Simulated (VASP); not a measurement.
# MoS2 (P-3m1) in VASP: settings compared

MoS2 is run at these levels: LDA, PBE+D3(BJ), PBEsol+D3(BJ); tasks: single point.

Program: VASP 6.6.1. These are calculated values, not measurements. Logs are shortened: lines on timing, memory, paths and dates and some standing lists are left out, and cuts for length are marked.

## Step 1: The cell of the first run

The typed cell holds 12 atoms: a = 3.085 Å, b = 3.085 Å, c = 23.004 Å, α = 90.00°, β = 90.00°, γ = 120.00°.

## Step 2: Single point, LDA

File INCAR:

```
PREC = Accurate
ENCUT = 520
EDIFF = 1E-7
ISMEAR = -1
SIGMA = 0.05
LREAL = F
LASPH = T
NELM = 80
ALGO = Normal
ISIF = 2
LWAVE = F
LCHARG = F
NBANDS = 64
```

File KPOINTS:

```
Automatic mesh
0
Gamma
  7 7 1
```

File POSCAR:

```
MoS2
1.0
    3.0847281459      0.0000000000      0.0000000000
   -1.5423640729      2.6714529381      0.0000000000
    0.0000000000      0.0000000000     23.0042334517
Mo S
4 8
Direct
    0.3333333333      0.6666666667      0.1249331513
    0.3333333333      0.6666666667      0.6250631689
    0.6666666667      0.3333333333      0.3749368311
    0.6666666667      0.3333333333      0.8750668487
    0.6666666667      0.3333333333      0.0571713741
    0.6666666667      0.3333333333      0.5573182584
    0.3333333333      0.6666666667      0.3071838396
    0.3333333333      0.6666666667      0.8073088020
    0.6666666667      0.3333333333      0.1926911980
    0.6666666667      0.3333333333      0.6928161604
    0.3333333333      0.6666666667      0.4426817416
    0.3333333333      0.6666666667      0.9428286259
```

Potentials or basis: VASP PAW LDA potentials, release 64 (Mo_sv, S).

Command:

```
> cat potpaw_LDA.64/Mo_sv/POTCAR potpaw_LDA.64/S/POTCAR > POTCAR
> mpirun -np 1 vasp_std > vasp.out
```

OUTCAR:

```text
PREC = Accurate
   ENCUT = 520
   EDIFF = 1E-7
   ISMEAR = -1
   LREAL = F
   LASPH = T
   NELM = 80
   ISIF = 2

 ion  position               nearest neighbor table
   1  0.333  0.667  0.125-   9 2.37   9 2.37   9 2.37   5 2.37   5 2.37   5 2.37
   2  0.333  0.667  0.625-   6 2.37   6 2.37   6 2.37  10 2.37  10 2.37  10 2.37
   3  0.667  0.333  0.375-  11 2.37  11 2.37  11 2.37   7 2.37   7 2.37   7 2.37
   4  0.667  0.333  0.875-   8 2.37   8 2.37   8 2.37  12 2.37  12 2.37  12 2.37
   5  0.667  0.333  0.057-   1 2.37   1 2.37   1 2.37
   6  0.667  0.333  0.557-   2 2.37   2 2.37   2 2.37
   7  0.333  0.667  0.307-   3 2.37   3 2.37   3 2.37
   8  0.333  0.667  0.807-   4 2.37   4 2.37   4 2.37
   9  0.667  0.333  0.193-   1 2.37   1 2.37   1 2.37
  10  0.667  0.333  0.693-   2 2.37   2 2.37   2 2.37
  11  0.333  0.667  0.443-   3 2.37   3 2.37   3 2.37
  12  0.333  0.667  0.943-   4 2.37   4 2.37   4 2.37

  LATTYP: Found a hexagonal cell.
 ALAT       =     3.0847281459
 C/A-ratio  =     7.4574589279

  Lattice vectors:

 A1 = (   3.0847281459,   0.0000000000,   0.0000000000)
 A2 = (  -1.5423640729,   2.6714529381,   0.0000000000)
 A3 = (   0.0000000000,   0.0000000000,  23.0042334517)

Analysis of symmetry for initial positions (statically):
=====================================================================
 Subroutine PRICEL returns:
 Original cell was already a primitive cell.

 Routine SETGRP: Setting up the symmetry group for a
 hexagonal supercell.

 Subroutine GETGRP returns: Found 12 space group operations
 (whereof 12 operations were pure point group operations)
 out of a pool of 24 trial point group operations.

The static configuration has the point symmetry D_3d.

Analysis of symmetry for dynamics (positions and initial velocities):
=====================================================================
 Subroutine PRICEL returns:
 Original cell was already a primitive cell.

 Routine SETGRP: Setting up the symmetry group for a
 hexagonal supercell.

 Subroutine GETGRP returns: Found 12 space group operations
 (whereof 12 operations were pure point group operations)
 out of a pool of 24 trial point group operations.

The dynamic configuration has the point symmetry D_3d.

 Subroutine INISYM returns: Found 12 space group operations
 (whereof 12 operations are pure point group operations),
 and found     1 'primitive' translations

----------------------------------------------------------------------------------------

                                     Primitive cell

  volume of cell :     189.5711

  direct lattice vectors                    reciprocal lattice vectors
     3.084728146  0.000000000  0.000000000     0.324177676  0.187164068  0.000000000
    -1.542364073  2.671452938  0.000000000     0.000000000  0.374328136  0.000000000
     0.000000000  0.000000000 23.004233452     0.000000000  0.000000000  0.043470260

  length of vectors
     3.084728146  3.084728146 23.004233452     0.374328136  0.374328136  0.043470260

  position of ions in fractional coordinates (direct lattice)
     0.333333333  0.666666667  0.124933151
     0.333333333  0.666666667  0.625063169
     0.666666667  0.333333333  0.374936831
     0.666666667  0.333333333  0.875066849
     0.666666667  0.333333333  0.057171374
     0.666666667  0.333333333  0.557318258
     0.333333333  0.666666667  0.307183840
     0.333333333  0.666666667  0.807308802
     0.666666667  0.333333333  0.192691198
     0.666666667  0.333333333  0.692816160
     0.333333333  0.666666667  0.442681742
     0.333333333  0.666666667  0.942828626

  ion indices of the primitive-cell ions
   primitive index   ion index
                 1           1
                 2           2
                 3           3
                 4           4
                 5           5
                 6           6
                 7           7
                 8           8
                 9           9
                10          10
                11          11
                12          12

----------------------------------------------------------------------------------------

 KPOINTS: Automatic mesh

Automatic generation of k-mesh.
 Grid dimensions read from file:
 generate k-points for:    7    7    1

 Generating k-lattice:

  Cartesian coordinates                     Fractional coordinates (reciprocal lattice)
     0.046311097  0.026737724  0.000000000     0.142857143  0.000000000  0.000000000
     0.000000000  0.053475448  0.000000000     0.000000000  0.142857143  0.000000000
     0.000000000  0.000000000  0.043470260     0.000000000  0.000000000  1.000000000

  Length of vectors
     0.053475448  0.053475448  0.043470260

  Shift w.r.t. Gamma in fractional coordinates (k-lattice)
     0.000000000  0.000000000  0.000000000

 Subroutine IBZKPT returns following result:
 ===========================================

 Found      8 irreducible k-points:

 Following reciprocal coordinates:
            Coordinates               Weight
  0.000000  0.000000  0.000000      1.000000
  0.142857  0.000000  0.000000      6.000000
  0.285714  0.000000  0.000000      6.000000
  0.428571 -0.000000  0.000000      6.000000
  0.142857  0.142857  0.000000      6.000000
  0.285714  0.142857  0.000000     12.000000
  0.428571  0.142857  0.000000      6.000000
  0.285714  0.285714  0.000000      6.000000
   k-points           NKPTS =      8   k-points in BZ     NKDIM =      8   number of bands    NBANDS=     64
   number of dos      NEDOS =    301   number of ions     NIONS =     12
   total plane-waves  NPLWV = 103680
   dimension x,y,z NGX =    24 NGY =   24 NGZ =  180
   dimension x,y,z NGXF=    48 NGYF=   48 NGZF=  360
   ions per type =               4   8
   NGX,Y,Z   is equivalent  to a cutoff of  12.93, 12.93, 13.01 a.u.
   NGXF,Y,Z  is equivalent  to a cutoff of  25.87, 25.87, 26.02 a.u.
 SYSTEM =  unknown system
   PREC   = accura    normal or accurate (medium, high low for compatibility)
   ISTART =      0    job   : 0-new  1-cont  2-samecut
   ICHARG =      2    charge: 1-file 2-atom 10-const
   ISPIN  =      1    spin polarized calculation?
   LNONCOLLINEAR =      F non collinear calculations
   LSORBIT =      F    spin-orbit coupling
   LASPH  =      T    aspherical Exc in radial PAW
   ENCUT  =  520.0 eV  38.22 Ry    6.18 a.u.   5.74  5.74 42.77*2*pi/ulx,y,z
   NELM   =     80;   NELMIN=  2; NELMDL= -5     # of ELM steps
   EDIFF  = 0.1E-06   stopping-criterion for ELM
   LREAL  =      F    real-space projection
   EDIFFG = 0.1E-05   stopping-criterion for IOM
   NSW    =      0    number of steps for IOM
   IBRION =     -1    ionic relax: 0-MD 1-quasi-New 2-CG
   NFREE  =      0    steps in history (QN), initial steepest desc. (CG)
   ISIF   =      2    stress and relaxation
   ISYM   =      2    0-nonsym 1-usesym 2-fastsym
   POTIM  = 0.5000    time-step for ionic-motion
   TEBEG  =    0.0;   TEEND  =   0.0 temperature during run
   PSTRESS=    0.0 pullay stress
   NELECT =     104.0000    total number of electrons
   NUPDOWN=      -1.0000    fix difference up-down
   EMIN   =  10.00;   EMAX   =-10.00  energy-range for DOS
   EFERMI =   0.00;   METHOD = LEGACY
   ISMEAR =    -1;   SIGMA  =   0.05  broadening in eV -4-tet -1-fermi 0-gaus
   EFERMI_NEDOS =   21; number of points for ismear=-14 and -15
   IALGO  =     38    algorithm
   IMIX   =      4    mixing-type and parameters
     AMIX     =   0.40;   BMIX     =  1.00
     AMIX_MAG =   1.60;   BMIX_MAG =  1.00
  volume/ion in A,a.u.               =      15.80       106.61
  Fermi-wavevector in a.u.,A,eV,Ry     =   1.340176  2.532566 24.437044  1.796072
  Thomas-Fermi vector in A             =   2.468510
   LORBIT       =      0    0 simple, 1 ext, 2 COOP (PROOUT), +10 PAW based schemes
   GGA     = CA    functional components
   LHFCALC =     F    Hartree Fock is set to
   AEXX    =    0.0000 exact exchange contribution
   IVDW    =     0    specifies the selected vdW correction
   LEPSILON=     F    determine dielectric tensor
   LRPA    =     F    only Hartree local field effects (RPA)
 non-spin polarized calculation
  energy-cutoff  :      520.00
  volume of cell :      189.57
 maximum number of plane-waves:      5124
 NGX is ok and might be reduce to    24
   NGX = 11   NGY = 11   NGZ = 85

 number of electron     103.9999997 magnetization

 Free energy of the ion-electron system (eV)
  ---------------------------------------------------
  ext. energy  EPLUGINS =         0.00000000
  ---------------------------------------------------
  free energy    TOTEN  =       -97.71678872 eV

  energy without entropy =      -97.71654833  energy(sigma->0) =      -97.71666852

 E-fermi :   9.5325     XC(G=0): -11.8173

 val. band max:        9.2933967882   @ k =   0.0000   0.0000   0.0000
 cond. band min:       9.8700766430   @ k =   0.1429   0.1429   0.0000
 fundamental gap:      0.5766798548
 Fermi energy:         9.5325376882

 k-point     1 :       0.0000    0.0000    0.0000
  band No.  band energies     occupation
      1     -52.0514      2.00000
      2     -52.0514      2.00000
      3     -52.0513      2.00000
      4     -52.0513      2.00000
      5     -26.4737      2.00000
      6     -26.4735      2.00000
[... 56 lines left out ...]
     63      11.6048      0.00000
     64      11.6050      0.00000

 k-point     2 :       0.1429    0.0000    0.0000
  band No.  band energies     occupation
      1     -52.0403      2.00000
      2     -52.0403      2.00000
      3     -52.0403      2.00000
      4     -52.0403      2.00000
      5     -26.4532      2.00000
      6     -26.4530      2.00000
[... 391 lines left out ...]
     63      12.0557      0.00000
     64      12.3664      0.00000

 k-point     8 :       0.2857    0.2857    0.0000
  band No.  band energies     occupation
      1     -51.9872      2.00000
      2     -51.9872      2.00000
      3     -51.9871      2.00000
      4     -51.9871      2.00000
      5     -26.5616      2.00000
      6     -26.5616      2.00000
[... 56 lines left out ...]
     63      12.0214      0.00000
     64      12.2259      0.00000

------------------------ aborting loop because EDIFF is reached ----------------------------------------

  FORCE on cell =-STRESS in cart. coord.  units (eV):
  Direction    XX          YY          ZZ          XY          YZ          ZX
  --------------------------------------------------------------------------------------
  -------------------------------------------------------------------------------------
  Total        6.1098331      6.1098331      6.0465117      0.0000000      0.0000000      0.0000000
  in kB       51.6378013     51.6378013     51.1026346      0.0000000      0.0000000      0.0000000
  external PRESSURE =      51.4594124 kB  Pullay stress =       0.0000000 kB

 VOLUME and BASIS-vectors are now :
 -----------------------------------------------------------------------------
  energy-cutoff  :      520.00
  volume of cell :      189.57
      direct lattice vectors                 reciprocal lattice vectors
     3.084728146  0.000000000  0.000000000     0.324177676  0.187164068  0.000000000
    -1.542364073  2.671452938  0.000000000     0.000000000  0.374328136  0.000000000
     0.000000000  0.000000000 23.004233452     0.000000000  0.000000000  0.043470260

 POSITION                                       TOTAL-FORCE (eV/Angst)
 -----------------------------------------------------------------------------------
     -0.00000      1.78097      2.87399        -0.000000      0.000000     -0.000062
     -0.00000      1.78097     14.37910         0.000000      0.000000      0.001805
      1.54236      0.89048      8.62513        -0.000000     -0.000000     -0.001805
      1.54236      0.89048     20.13024        -0.000000      0.000000      0.000062
      1.54236      0.89048      1.31518         0.000000      0.000000     -0.006253
      1.54236      0.89048     12.82068         0.000000     -0.000000     -0.019718
     -0.00000      1.78097      7.06653         0.000000      0.000000     -0.013756
     -0.00000      1.78097     18.57152        -0.000000      0.000000     -0.010778
      1.54236      0.89048      4.43271         0.000000     -0.000000      0.010778
      1.54236      0.89048     15.93770        -0.000000     -0.000000      0.013756
     -0.00000      1.78097     10.18355        -0.000000      0.000000      0.019718
     -0.00000      1.78097     21.68905        -0.000000     -0.000000      0.006253
 -----------------------------------------------------------------------------------
    total drift:                                0.000000     -0.000000      0.000000

  FREE ENERGIE OF THE ION-ELECTRON SYSTEM (eV)
  ---------------------------------------------------
  free  energy   TOTEN  =       -97.7167887161 eV

  energy  without entropy=      -97.7165483310  energy(sigma->0) =      -97.71666852
```

Run time: 3.2 min. Hardware: 1 thread of AMD EPYC 7R13, shared host; peak memory 0.25 GiB.

What came out:

```
Free energy            : -97.7168 eV
Pressure               : 5.1 GPa
Largest force          : 0.020 eV/Å
Band gap on the k mesh : 0.58 eV
```

Forces on the atoms (eV/Å):
```
Mo   0.000  0.000  0.000
Mo   0.000  0.000  0.002
Mo   0.000  0.000 -0.002
Mo   0.000  0.000  0.000
S    0.000  0.000 -0.006
S    0.000  0.000 -0.020
S    0.000  0.000 -0.014
S    0.000  0.000 -0.011
S    0.000  0.000  0.011
S    0.000  0.000  0.014
S    0.000  0.000  0.020
S    0.000  0.000  0.006
```

## Step 3: Single point, PBE+D3(BJ)

This run uses another cell than the first one, of 17.30 Å³/atom, 1.095 times its volume.

File INCAR:

```
  PREC = Accurate
  ENCUT = 500
  EDIFF = 1E-6
  ISMEAR = -1
  SIGMA = 0.05
  LREAL = F
  LASPH = T
  NELM = 120
  ALGO = Normal
  ISIF = 2
  LWAVE = F
  LCHARG = F
  GGA = PE
  IVDW = 12
  NBANDS = 64
  GGA_COMPAT = F
```

KPOINTS is that of step 2.

File POSCAR:

```
MoS2
1.0
    3.1490531637      0.0000000000      0.0000000000
   -1.5745265818      2.7271600377      0.0000000000
    0.0000000000      0.0000000000     24.1742626337
Mo S
4 8
Direct
    0.3333333333      0.6666666667      0.1250839618
    0.3333333333      0.6666666667      0.6249396321
    0.6666666667      0.3333333333      0.3750603679
    0.6666666667      0.3333333333      0.8749160382
    0.6666666667      0.3333333333      0.0603229093
    0.6666666667      0.3333333333      0.5601638016
    0.3333333333      0.6666666667      0.3102829092
    0.3333333333      0.6666666667      0.8101486325
    0.6666666667      0.3333333333      0.1898513675
    0.6666666667      0.3333333333      0.6897170908
    0.3333333333      0.6666666667      0.4398361984
    0.3333333333      0.6666666667      0.9396770907
```

Potentials or basis: VASP PAW PBE potentials, release 64 (Mo_sv, S).

Command:

```
> cat potpaw_PBE.64/Mo_sv/POTCAR potpaw_PBE.64/S/POTCAR > POTCAR
> mpirun -np 1 vasp_std > vasp.out
```

It took 2 min on 1 thread of Intel Xeon 6975P-C, shared host; peak memory 0.35 GiB.

The run converged. Its results:

* Free energy: -92.3421 eV
* Pressure: -0.1 GPa
* Largest force: 0.016 eV/Å
* Band gap on the k mesh: 0.92 eV
* Dispersion energy per atom: -0.438 eV

Forces in eV/Å, atoms in the order of the input:
```
Mo   0.000  0.000  0.002
Mo   0.000  0.000  0.001
Mo   0.000  0.000 -0.001
Mo   0.000  0.000 -0.002
S    0.000  0.000  0.005
S    0.000  0.000  0.016
S    0.000  0.000  0.015
S    0.000  0.000  0.010
S    0.000  0.000 -0.010
S    0.000  0.000 -0.015
S    0.000  0.000 -0.016
S    0.000  0.000 -0.005
```

Stress tensor (GPa, compression positive):
```
-0.10  0.00  0.00
 0.00 -0.10  0.00
 0.00  0.00 -0.18
```

Levels at points of the mesh, in eV from the valence-band top:
```
           k point  band 48  band 49  band 50  band 51  band 52  band 53  band 54  band 55  band 56  band 57
(0.00, 0.00, 0.00)    -1.27    -1.11    -0.27    -0.26     0.00     2.09     2.09     2.10     2.10     2.10
```

A k mesh can miss the band edges. A hybrid or GW would open this gap; PBE tends to underestimate it.

## Step 4: Single point, PBEsol+D3(BJ)

This run uses another cell than the first one, of 16.34 Å³/atom, 1.034 times its volume.

File INCAR:

```
SYSTEM = MoS2
PREC = Accurate
ENCUT = 520
EDIFF = 1E-6
ISMEAR = -1
SIGMA = 0.05
LREAL = .False.
LASPH = .True.
NELM = 60
ALGO = Normal
ISIF = 2
LWAVE = .False.
LCHARG = .False.
GGA = PS
IVDW = 12
NBANDS = 64
```

File KPOINTS:

```
Automatic mesh
0
Gamma
  10 10 1
  0 0 0
```

File POSCAR:

```
MoS2
1.0
    3.1089078832      0.0000000000      0.0000000000
   -1.5544539416      2.6923932049      0.0000000000
    0.0000000000      0.0000000000     23.4222978503
Mo S
4 8
Direct
    0.3333333333      0.6666666667      0.1250538884
    0.3333333333      0.6666666667      0.6249587256
    0.6666666667      0.3333333333      0.3750412744
    0.6666666667      0.3333333333      0.8749461116
    0.6666666667      0.3333333333      0.0583085250
    0.6666666667      0.3333333333      0.5582180445
    0.3333333333      0.6666666667      0.3083003958
    0.3333333333      0.6666666667      0.8082010686
    0.6666666667      0.3333333333      0.1917989314
    0.6666666667      0.3333333333      0.6916996042
    0.3333333333      0.6666666667      0.4417819555
    0.3333333333      0.6666666667      0.9416914750
```

Command:

```
> cat potpaw_PBE.64/Mo_sv/POTCAR potpaw_PBE.64/S/POTCAR > POTCAR
> mpirun -np 1 vasp_std > vasp.out
```

It took 2.6 min on 1 thread of AMD EPYC 9R45 (Zen 5), shared host; peak memory 0.35 GiB.

Results (log left out):

| Property | Result |
| --- | --- |
| Free energy | -98.4377 eV |
| Pressure | 0.0 GPa |
| Largest force | 0.004 eV/Å |
| Band gap on the k mesh | 0.59 eV |
| Dispersion energy per atom | -0.402 eV |

Forces in eV/Å, atoms in the order of the input:
```
Mo   0.000  0.000 -0.001
Mo   0.000  0.000  0.000
Mo   0.000  0.000  0.000
Mo   0.000  0.000  0.001
S    0.000  0.000  0.002
S    0.000  0.000  0.003
S    0.000  0.000  0.002
S    0.000  0.000  0.004
S    0.000  0.000 -0.004
S    0.000  0.000 -0.002
S    0.000  0.000 -0.003
S    0.000  0.000 -0.002
```

Levels at points of the mesh, in eV from the valence-band top:
| k point | band 49 | band 50 | band 51 | band 52 | band 53 | band 54 | band 55 | band 56 |
| --- | --- | --- | --- | --- | --- | --- | --- | --- |
| (0.00, 0.00, 0.00) | -0.96 | -0.26 | -0.26 | 0.00 | 2.05 | 2.05 | 2.05 | 2.05 |
| (0.50, 0.00, 0.00) | -1.59 | -1.59 | -1.54 | -1.51 | 1.62 | 1.65 | 1.65 | 1.70 |

Caveat: the PAW data sets were made with another functional, which shifts forces and pressure a little.

## Step 5: Overview

```tsv
level	potentials or basis	cell	k mesh	cutoff (eV)	gap on the mesh (eV)	pressure (GPa)	largest force (eV/Å)
LDA	VASP PAW LDA potentials, release 64 (Mo_sv, S)	a = 3.085, b = 3.085, c = 23.004 Å, angles 90.0, 90.0, 120.0°, 12 atoms	7 × 7 × 1	520	0.58	5.1	0.02
PBE+D3(BJ)	VASP PAW PBE potentials, release 64 (Mo_sv, S)	a = 3.149, b = 3.149, c = 24.174 Å, angles 90.0, 90.0, 120.0°, 12 atoms	7 × 7 × 1	500	0.92	-0.1	0.02
PBEsol+D3(BJ)	VASP PAW PBE potentials, release 64 (Mo_sv, S)	a = 3.109, b = 3.109, c = 23.422 Å, angles 90.0, 90.0, 120.0°, 12 atoms	10 × 10 × 1	520	0.59	0.0	-
```

Alike in all rows: task single point; no spin polarisation; smearing fermi-dirac 0.05 eV.

Caveats: the PAW data sets were made with another functional, which shifts forces and pressure a little (some runs).

Absolute energies hang on the potentials; compare differences alone.
